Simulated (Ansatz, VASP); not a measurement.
**One calculation of Cu, two programs**

```
Cu
1.0
     2.57917    0.00000    0.00000
    -1.28958    2.23362    0.00000
     0.00000    0.00000   25.31930
Cu
6
Direct
  0.00000 0.00000 0.37343
  0.66667 0.33333 0.28940
  0.33333 0.66667 0.45779
  0.00000 0.00000 0.62657
  0.66667 0.33333 0.54221
  0.33333 0.66667 0.71060
```

Change from the starting cell: strain +0.030 along x and y, +0.030 along z, atoms carried along.

Alike in both runs: task single point; functional r2SCAN; k mesh 24 × 24 × 2; occupations gaussian, width 0.15 eV; no spin polarisation.

|  | VASP | Ansatz |
| --- | --- | --- |
| version | VASP 6.6.1 | Ansatz 0.2.0 |
| potentials or method | VASP PAW PBE potentials, release 64 (Cu), cutoff 520 eV | scalar-relativistic, plane waves, PAW |
| valence electrons in the cell | 66 | 114 |

Ansatz gave:

```
gap on the k mesh at the Fermi level (eV) : none
rms of the force components (eV/Å)        : 0.149
```

Estimate VASP's values.

gap on the k mesh at the Fermi level (eV): none; rms of the force components (eV/Å): 0.142.

VASP's potentials were made for PBE, not for r2SCAN. Atom by atom the forces differ by 0.008 eV/Å (rms over components). A gap of «none» marks a metal or a gap that the smearing closes. VASP's potentials hold 66 valence electrons a cell and Ansatz's 114, so a difference there can come from the potentials and not from the codes.
